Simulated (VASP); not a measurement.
Write the native input for VASP 6.6.1 that does the following.

```yaml
Task: relaxation of the atoms
Functional: LDA
Potentials_or_basis: VASP PAW LDA potentials, release 64 (Si)
Cutoff: 520 eV
k_mesh: 9 × 9 × 6
Occupations: gaussian, width 0.02 eV
Spin: no spin polarisation
Dipole_correction: no
Further_INCAR_settings: ALGO = Normal; EDIFF = 1e-07; IBRION = 2; EDIFFG = -0.002; NSW = 60
```

The structure of Si lies in POSCAR:

```
Si
1.0
    3.8211964665      0.0000000000      0.0000000000
   -1.9105982332      3.3092532128      0.0000000000
    0.0000000000      0.0000000000      6.2775371897
Si
4
Direct
    0.3333333333      0.6666666667     -0.0004025288
    0.6666666667      0.3333333333      0.4995974712
    0.3333333333      0.6666666667      0.3744025288
    0.6666666667      0.3333333333      0.8744025288
```

This cell differs from its parent crystal: strained cell.

One way to write it, as run:

INCAR

```
PREC = Accurate ; ENCUT = 520
EDIFF = 1E-7 ; ISMEAR = 0
SIGMA = 0.02 ; LREAL = False
LASPH = True ; NELM = 80
ALGO = Normal ; ISIF = 2
LWAVE = False ; LCHARG = False
GGA = CA ; IBRION = 2
NSW = 60 ; EDIFFG = -0.002
```

KPOINTS

```
Automatic mesh
0
Gamma
  9 9 6
```

Potentials or basis: VASP PAW LDA potentials, release 64 (Si).

Run with:

```sh
$ cat potpaw_LDA.64/Si/POTCAR > POTCAR
$ mpirun -np 1 vasp_std > vasp.out
```

It gave:

The energy gained by relaxing is 0.0 meV/atom, the ionic steps are 2 and the pressure after relaxing is -0.7 GPa. The band gap on the k mesh is 0.31 eV, indirect (least direct gap 0.91 eV).

Caveat: the cell differs from its parent crystal (strained cell).

Wall time 18 s on 1 thread of Intel(R) Xeon(R) 6975P-C (Granite Rapids), with other jobs on the host, peak memory 0.17 GiB.
